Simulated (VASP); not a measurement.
Here is a VASP 6.6.1 calculation.

Contents of INCAR:

```
SYSTEM = BiTe
PREC = Accurate
ENCUT = 520
EDIFF = 1E-8
ISMEAR = -1
SIGMA = 0.05
LREAL = .False.
LASPH = .True.
NELM = 60
ALGO = Normal
ISIF = 2
LWAVE = .False.
LCHARG = .False.
GGA = PE
LEFG = .True.
NBANDS = 75
```

Contents of KPOINTS:

```
regular mesh
0
Gamma
  8 8 2
  0 0 0
```

File POSCAR:

```
BiTe
1.0
    4.4219981227      0.0000000000      0.0000000000
   -2.2109990613      3.8295627097      0.0000000000
    0.0000000000      0.0000000000     24.0500000000
Bi Te
6 6
Direct
    0.0000000000      0.0000000000      0.1252000000
    0.0000000000      0.0000000000      0.8748000000
    0.3333333333      0.6666666667      0.2922000000
    0.6666666667      0.3333333333      0.7078000000
    0.6666666667      0.3333333333      0.4593000000
    0.3333333333      0.6666666667      0.5407000000
    0.3333333333      0.6666666667      0.0530000000
    0.6666666667      0.3333333333      0.9470000000
    0.6666666667      0.3333333333      0.2111000000
    0.3333333333      0.6666666667      0.7889000000
    0.0000000000      0.0000000000      0.3631000000
    0.0000000000      0.0000000000      0.6369000000
```

Potentials or basis: VASP PAW PBE potentials, release 64 (Bi_d, Te).

Launch:

```console
$ cat potpaw_PBE.64/Bi_d/POTCAR potpaw_PBE.64/Te/POTCAR > POTCAR
$ mpirun -np 1 vasp_std > vasp.out
```

(1) What does it give for the pressure?

(2) What does it give for the largest force?

Results:

(1) 1.6 GPa.

(2) 1.253 eV/Å.

Caveat: without QUAD_EFG the Cq values of the log hold for a quadrupole moment of 1 mb, not for the nuclei; forces of over 1 eV/Å act on the atoms, so gaps and moduli don't describe the material at rest.
